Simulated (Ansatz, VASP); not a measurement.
Mo: VASP beside Ansatz

File POSCAR:

```
Mo
1.0
   -1.5858436740      1.5858436740      1.5858436740
    1.5858436740     -1.5858436740      1.5858436740
    1.5858436740      1.5858436740     -1.5858436740
Mo
1
Direct
    0.0000000000      0.0000000000      0.0000000000
```

Contents of INCAR.step1:

```
PREC = Accurate ; ENCUT = 520
ISMEAR = 0 ; SIGMA = 0.05
LREAL = F ; LASPH = T
NELM = 60 ; NBANDS = 13
GGA = PE ; ALGO = Normal
EDIFF = 1E-4 ; LWAVE = T
LCHARG = F
```

INCAR.step2

```
PREC = Accurate ; ENCUT = 520
EDIFF = 1E-6 ; ISMEAR = 0
SIGMA = 0.05 ; LREAL = F
LASPH = T ; NELM = 60
ALGO = Normal ; ISIF = 2
LWAVE = F ; LCHARG = F
METAGGA = R2SCAN ; LMIXTAU = T
NBANDS = 13 ; ISTART = 1
```

KPOINTS

```
regular mesh
0
Gamma
  20 20 20
```

Input for Ansatz:

```yaml
crystal:
  lattice:
    - [-1.585843674, 1.585843674, 1.585843674]
    - [1.585843674, -1.585843674, 1.585843674]
    - [1.585843674, 1.585843674, -1.585843674]
  atoms:
    - { symbol: Mo, position: [0.0, 0.0, 0.0] }
basis:
  ecutwfc: 500
  ecutrho_ratio: 4
kpoints:
  mp_grid: { grid: [20, 20, 20] }
hamiltonian:
  xc: r2scan
scf:
  occupations: { method: gaussian, width: 0.05 }
output:
  forces: true
  stress: true
  eigenvalues: true
```

Alike in both runs: task single point; functional r2SCAN; k mesh 20 × 20 × 20; occupations gaussian, width 0.05 eV; no spin polarisation.

|  | VASP | Ansatz |
| --- | --- | --- |
| version | VASP 6.6.1 | Ansatz 0.2.0 |
| potentials or method | VASP PAW PBE potentials, release 64 (Mo_sv), cutoff 520 eV | scalar-relativistic, plane waves, PAW |
| valence electrons in the cell | 14 | 14 |

|  | VASP | Ansatz | Ansatz less VASP |
| --- | --- | --- | --- |
| gap on the k mesh at the Fermi level (eV) | none | none | - |
| pressure (GPa) | -4.2 | -5.2 | -1.05 |

VASP's potentials were made for PBE, not for r2SCAN. A gap of «none» marks a metal or a gap that the smearing closes.
